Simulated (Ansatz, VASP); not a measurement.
Two plane-wave programs on MgO

The input POSCAR:

```
MgO
1.0
    3.4840197850      0.0000000000      0.0000000000
   -1.7420098925      3.0172496411      0.0000000000
    0.0000000000      0.0000000000      4.1853204440
Mg O
2 2
Direct
    0.3333333333      0.6666666667      0.2500000000
    0.6666666667      0.3333333333      0.7500000000
    0.6666666667      0.3333333333      0.2500000000
    0.3333333333      0.6666666667      0.7500000000
```

The input INCAR.step1:

```
PREC = Accurate
ENCUT = 520
EDIFF = 1E-5
ISMEAR = 0
SIGMA = 0.01
LREAL = False
LASPH = True
NELM = 60
ALGO = Normal
ISIF = 2
LWAVE = True
LCHARG = False
GGA = PE
NBANDS = 16
```

Contents of INCAR.step2:

```
PREC = Accurate
ENCUT = 520
EDIFF = 1E-7
ISMEAR = 0
SIGMA = 0.01
LREAL = False
LASPH = True
NELM = 60
ALGO = Normal
ISIF = 2
LWAVE = False
LCHARG = False
GGA = PE
LHFCALC = True
AEXX = 0.75
HFSCREEN = 0.3
PRECFOCK = Normal
ISTART = 1
NBANDS = 16
```

KPOINTS

```
regular mesh
0
Gamma
  6 6 4
```

Input for Ansatz:

```yaml
crystal:
  lattice:
    - [3.484019785, 0.0, 0.0]
    - [-1.7420098925, 3.0172496411, 0.0]
    - [0.0, 0.0, 4.185320444]
  atoms:
    - { symbol: Mg, position: [0.3333333333, 0.6666666667, 0.25] }
    - { symbol: Mg, position: [0.6666666667, 0.3333333333, 0.75] }
    - { symbol: O, position: [0.6666666667, 0.3333333333, 0.25] }
    - { symbol: O, position: [0.3333333333, 0.6666666667, 0.75] }
kpoints:
  mp_grid: { grid: [6, 6, 4] }
hamiltonian:
  xc: { exchange: pbe, correlation: pbe, exx: { coeff: 0.75, omega: 0.3 } }
scf:
  occupations: { method: fixed }
  n_extra_bands: 5
output:
  forces: true
  stress: true
  eigenvalues: true
```

Alike in both runs: task single point; functional PBE-based screened hybrid; k mesh 6 × 6 × 4; no spin polarisation.

|  | VASP | Ansatz |
| --- | --- | --- |
| version | VASP 6.6.1 | Ansatz 0.2.0 |
| potentials or method | VASP PAW PBE potentials, release 64 (Mg, O) | plane waves |
| plane-wave cutoff (eV) | 520 | 420 |
| occupations | gaussian, width 0.01 eV | fixed |
| valence electrons in the cell | 16 | 32 |

Ansatz gave:

```
gap on the k mesh at the Fermi level (eV)                     : 7.72
pressure (GPa)                                                : -8.0
traceless stress, the component that is largest in VASP (GPa) : -0.92
```

Question: Which values does VASP return?

Answer: gap on the k mesh at the Fermi level (eV): 7.66; pressure (GPa): -7.6; traceless stress, the component that is largest in VASP (GPa): -0.87.

VASP's potentials were made for PBE, not for PBE-based screened hybrid. VASP's potentials hold 16 valence electrons a cell and Ansatz's 32, so a difference there can come from the potentials and not from the codes. Ansatz's warnings: stress exchange threshold loose, stress scf threshold loose.
